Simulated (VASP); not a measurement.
# C (P6_3/mmc) in VASP: notebook, part 2 of 3

VASP 6.6.1.

## (3) Single point, PBE (volume scaled by 0.92)

The input, INCAR:

```
ALGO = Normal
EDIFF = 1E-7
ENCUT = 520
GGA = PE
ISIF = 2
ISMEAR = -1
LASPH = T
LCHARG = F
LREAL = F
LWAVE = F
NBANDS = 11
NELM = 80
PREC = Accurate
SIGMA = 0.1
```

The input, KPOINTS:

```
k-points
0
Gamma
  23 23 5
```

The input, POSCAR:

```
C
1.0
    1.6723552356      0.0000000000      0.0000000000
   -0.8361776178      1.4483021182      0.0000000000
    0.0000000000      0.0000000000      7.9736257708
C
2
Direct
    0.3333333333      0.6666666667      0.2500000000
    0.6666666667      0.3333333333      0.7500000000
```

Potentials or basis: VASP PAW PBE potentials, release 64 (C).

Started as:

```
$ cat potpaw_PBE.64/C/POTCAR > POTCAR
$ mpirun -np 1 vasp_std > vasp.out
```

OUTCAR:

```text
EDIFF = 1E-7
   ENCUT = 520
   GGA = PE
   ISIF = 2
   ISMEAR = -1
   LASPH = T
   LREAL = F
   NELM = 80
   PREC = Accurate

 ion  position               nearest neighbor table
   1  0.333  0.667  0.250-
   2  0.667  0.333  0.750-

  LATTYP: Found a hexagonal cell.
 ALAT       =     1.6723552356
 C/A-ratio  =     4.7679019392

  Lattice vectors:

 A1 = (   1.6723552356,   0.0000000000,   0.0000000000)
 A2 = (  -0.8361776178,   1.4483021182,   0.0000000000)
 A3 = (   0.0000000000,   0.0000000000,   7.9736257708)

Analysis of symmetry for initial positions (statically):
=====================================================================
 Subroutine PRICEL returns:
 Original cell was already a primitive cell.

 Routine SETGRP: Setting up the symmetry group for a
 hexagonal supercell.

 Subroutine GETGRP returns: Found 24 space group operations
 (whereof 12 operations were pure point group operations)
 out of a pool of 24 trial point group operations.

The static configuration has the point symmetry D_3d.
 The point group associated with its full space group is D_6h.

Analysis of symmetry for dynamics (positions and initial velocities):
=====================================================================
 Subroutine PRICEL returns:
 Original cell was already a primitive cell.

 Routine SETGRP: Setting up the symmetry group for a
 hexagonal supercell.

 Subroutine GETGRP returns: Found 24 space group operations
 (whereof 12 operations were pure point group operations)
 out of a pool of 24 trial point group operations.

The dynamic configuration has the point symmetry D_3d.
 The point group associated with its full space group is D_6h.

 Subroutine INISYM returns: Found 24 space group operations
 (whereof 12 operations are pure point group operations),
 and found     1 'primitive' translations

----------------------------------------------------------------------------------------

                                     Primitive cell

  volume of cell :      19.3127

  direct lattice vectors                    reciprocal lattice vectors
     1.672355236  0.000000000  0.000000000     0.597959081  0.345231836  0.000000000
    -0.836177618  1.448302118  0.000000000     0.000000000  0.690463673  0.000000000
     0.000000000  0.000000000  7.973625771     0.000000000  0.000000000  0.125413460

  length of vectors
     1.672355236  1.672355236  7.973625771     0.690463673  0.690463673  0.125413460

  position of ions in fractional coordinates (direct lattice)
     0.333333333  0.666666667  0.250000000
     0.666666667  0.333333333  0.750000000

  ion indices of the primitive-cell ions
   primitive index   ion index
                 1           1
                 2           2

----------------------------------------------------------------------------------------

 KPOINTS: k-points

Automatic generation of k-mesh.
 Grid dimensions read from file:
 generate k-points for:   23   23    5

 Generating k-lattice:

  Cartesian coordinates                     Fractional coordinates (reciprocal lattice)
     0.025998221  0.015010080  0.000000000     0.043478261  0.000000000  0.000000000
     0.000000000  0.030020160  0.000000000     0.000000000  0.043478261  0.000000000
     0.000000000  0.000000000  0.025082692     0.000000000  0.000000000  0.200000000

  Length of vectors
     0.030020160  0.030020160  0.025082692

  Shift w.r.t. Gamma in fractional coordinates (k-lattice)
     0.000000000  0.000000000  0.000000000

 Subroutine IBZKPT returns following result:
 ===========================================

 Found    168 irreducible k-points:

 Following reciprocal coordinates:
            Coordinates               Weight
  0.000000  0.000000  0.000000      1.000000
  0.043478 -0.000000  0.000000      6.000000
  0.086957 -0.000000  0.000000      6.000000
  0.130435 -0.000000  0.000000      6.000000
  0.173913 -0.000000  0.000000      6.000000
  0.217391 -0.000000  0.000000      6.000000
[... 16 lines left out ...]
  0.478261  0.043478  0.000000      6.000000
  0.086957  0.086957  0.000000      6.000000
 [... further k-points ...]
   k-points           NKPTS =    168   k-points in BZ     NKDIM =    168   number of bands    NBANDS=     11
   number of dos      NEDOS =    301   number of ions     NIONS =      2
   total plane-waves  NPLWV =   8640
   dimension x,y,z NGX =    12 NGY =   12 NGZ =   60
   dimension x,y,z NGXF=    24 NGYF=   24 NGZF=  120
   ions per type =               2
   NGX,Y,Z   is equivalent  to a cutoff of  11.93, 11.93, 12.51 a.u.
   NGXF,Y,Z  is equivalent  to a cutoff of  23.86, 23.86, 25.02 a.u.
 SYSTEM =  unknown system
   PREC   = accura    normal or accurate (medium, high low for compatibility)
   ISTART =      0    job   : 0-new  1-cont  2-samecut
   ICHARG =      2    charge: 1-file 2-atom 10-const
   ISPIN  =      1    spin polarized calculation?
   LNONCOLLINEAR =      F non collinear calculations
   LSORBIT =      F    spin-orbit coupling
   LASPH  =      T    aspherical Exc in radial PAW
   ENCUT  =  520.0 eV  38.22 Ry    6.18 a.u.   3.11  3.11 14.83*2*pi/ulx,y,z
   NELM   =     80;   NELMIN=  2; NELMDL= -5     # of ELM steps
   EDIFF  = 0.1E-06   stopping-criterion for ELM
   LREAL  =      F    real-space projection
   EDIFFG = 0.1E-05   stopping-criterion for IOM
   NSW    =      0    number of steps for IOM
   IBRION =     -1    ionic relax: 0-MD 1-quasi-New 2-CG
   NFREE  =      0    steps in history (QN), initial steepest desc. (CG)
   ISIF   =      2    stress and relaxation
   ISYM   =      2    0-nonsym 1-usesym 2-fastsym
   POTIM  = 0.5000    time-step for ionic-motion
   TEBEG  =    0.0;   TEEND  =   0.0 temperature during run
   PSTRESS=    0.0 pullay stress
   NELECT =       8.0000    total number of electrons
   NUPDOWN=      -1.0000    fix difference up-down
   EMIN   =  10.00;   EMAX   =-10.00  energy-range for DOS
   EFERMI =   0.00;   METHOD = LEGACY
   ISMEAR =    -1;   SIGMA  =   0.10  broadening in eV -4-tet -1-fermi 0-gaus
   EFERMI_NEDOS =   21; number of points for ismear=-14 and -15
   IALGO  =     38    algorithm
   IMIX   =      4    mixing-type and parameters
     AMIX     =   0.40;   BMIX     =  1.00
     AMIX_MAG =   1.60;   BMIX_MAG =  1.00
  volume/ion in A,a.u.               =       9.66        65.16
  Fermi-wavevector in a.u.,A,eV,Ry     =   1.220367  2.306158 20.263083  1.489295
  Thomas-Fermi vector in A             =   2.355586
   LORBIT       =      0    0 simple, 1 ext, 2 COOP (PROOUT), +10 PAW based schemes
   GGA     = PE    functional components
   LHFCALC =     F    Hartree Fock is set to
   AEXX    =    0.0000 exact exchange contribution
   IVDW    =     0    specifies the selected vdW correction
   LEPSILON=     F    determine dielectric tensor
   LRPA    =     F    only Hartree local field effects (RPA)
 non-spin polarized calculation
  energy-cutoff  :      520.00
  volume of cell :       19.31
 maximum number of plane-waves:       541
   NGX =  7   NGY =  7   NGZ = 29

 number of electron       7.9999999 magnetization

 Free energy of the ion-electron system (eV)
  ---------------------------------------------------
  ext. energy  EPLUGINS =         0.00000000
  ---------------------------------------------------
  free energy    TOTEN  =       -10.53288671 eV

  energy without entropy =      -10.51869167  energy(sigma->0) =      -10.52578919

 E-fermi :   4.9822     XC(G=0):  -9.7536

 val. band max:        4.9564168563   @ k =   0.3913  -0.0000   0.0000
 cond. band min:       4.9938269274   @ k =   0.3478   0.0870   0.4000
 fundamental gap:      0.0374100711
 Fermi energy:         4.9822160553

 k-point     1 :       0.0000    0.0000    0.0000
  band No.  band energies     occupation
      1     -17.3876      2.00000
      2     -17.3352      2.00000
      3      -4.6941      2.00000
      4      -4.0340      2.00000
      5       7.3028      0.00000
      6      11.6320      0.00000
      7      15.6161      0.00000
      8      22.4880      0.00000
      9      22.4880      0.00000
     10      22.4911      0.00000
     11      22.4911      0.00000
[... 309 lines left out ...]
 k-point    24 :       0.0870    0.0870    0.0000
  band No.  band energies     occupation
      1     -16.1887      2.00000
      2     -16.1403      2.00000
      3      -3.2134      2.00000
      4      -2.5764      2.00000
      5       8.7498      0.00000
      6      13.1107      0.00000
      7      16.0082      0.00000
      8      19.0368      0.00000
      9      19.8797      0.00000
     10      19.8798      0.00000
     11      20.3473      0.00000

 [... further k-points ...]

------------------------ aborting loop because EDIFF is reached ----------------------------------------

  FORCE on cell =-STRESS in cart. coord.  units (eV):
  Direction    XX          YY          ZZ          XY          YZ          ZX
  --------------------------------------------------------------------------------------
  -------------------------------------------------------------------------------------
  Total        2.1411919      2.1411919     -0.0087985      0.0000000      0.0000000      0.0000000
  in kB      177.6325780    177.6325780     -0.7299181      0.0000000      0.0000000      0.0000000
  external PRESSURE =     118.1784126 kB  Pullay stress =       0.0000000 kB

 VOLUME and BASIS-vectors are now :
 -----------------------------------------------------------------------------
  energy-cutoff  :      520.00
  volume of cell :       19.31
      direct lattice vectors                 reciprocal lattice vectors
     1.672355236  0.000000000  0.000000000     0.597959081  0.345231836  0.000000000
    -0.836177618  1.448302118  0.000000000     0.000000000  0.690463673  0.000000000
     0.000000000  0.000000000  7.973625771     0.000000000  0.000000000  0.125413460

 POSITION                                       TOTAL-FORCE (eV/Angst)
 -----------------------------------------------------------------------------------
     -0.00000      0.96553      1.99341         0.000000      0.000000      0.000000
      0.83618      0.48277      5.98022        -0.000000      0.000000      0.000000
 -----------------------------------------------------------------------------------
    total drift:                               -0.000000      0.000000     -0.000000

  FREE ENERGIE OF THE ION-ELECTRON SYSTEM (eV)
  ---------------------------------------------------
  free  energy   TOTEN  =       -10.5328867146 eV

  energy  without entropy=      -10.5186916724  energy(sigma->0) =      -10.52578919
```

OSZICAR:

```text
N       E                     dE             d eps       ncg     rms          rms(c)
DAV:   1     0.163630922012E+02    0.16363E+02   -0.45025E+03  3853   0.654E+02
DAV:   2    -0.989518306311E+01   -0.26258E+02   -0.24699E+02  5118   0.126E+02
DAV:   3    -0.107591537936E+02   -0.86397E+00   -0.85496E+00  4455   0.183E+01
DAV:   4    -0.107633413969E+02   -0.41876E-02   -0.41871E-02  4223   0.160E+00
DAV:   5    -0.107633597728E+02   -0.18376E-04   -0.18376E-04  4302   0.101E-01    0.330E+00
DAV:   6    -0.105876068197E+02    0.17575E+00   -0.12630E-01  3785   0.200E+00    0.194E+00
DAV:   7    -0.105313719040E+02    0.56235E-01   -0.15796E-01  3803   0.224E+00    0.392E-01
DAV:   8    -0.105327438208E+02   -0.13719E-02   -0.39519E-03  3876   0.428E-01    0.523E-02
DAV:   9    -0.105328103687E+02   -0.66548E-04   -0.37937E-05  4426   0.495E-02    0.315E-02
DAV:  10    -0.105328871396E+02   -0.76771E-04   -0.92740E-05  3777   0.626E-02    0.106E-02
DAV:  11    -0.105328865929E+02    0.54664E-06   -0.48940E-07  4202   0.535E-03    0.171E-03
DAV:  12    -0.105328867392E+02   -0.14623E-06   -0.19128E-07  3728   0.318E-03    0.177E-04
DAV:  13    -0.105328867146E+02    0.24566E-07   -0.27741E-09  2374   0.336E-04
   1 F= -.10532887E+02 E0= -.10525789E+02  d E =-.141950E-01
```

stdout:

```text
POSCAR found type information on POSCAR C
 POSCAR found :  1 types and       2 ions
 scaLAPACK will be used
 LDA part: xc-table for (Slater+PW92), standard interpolation
 POSCAR, INCAR and KPOINTS ok, starting setup
 FFT: planning ... GRIDC
 FFT: planning ... GRID_SOFT
 FFT: planning ... GRID
 WAVECAR not read
 entering main loop
```

It took 16 s on 1 thread of Intel Xeon Platinum 8488C (Sapphire Rapids), shared host; peak memory 0.14 GiB.

Results:

| Item | Value |
| --- | --- |
| Free energy | -10.5329 eV |
| Pressure | 11.8 GPa |
| Band gap on the k mesh | zero (band 4 reaches 5.67 eV, above the bottom of band 5 at 4.54 eV) |

Caveat: this functional lacks dispersion, which binds the layers, so the pressure and a relaxed spacing across them are unreliable.

[end of part 2 of 3]
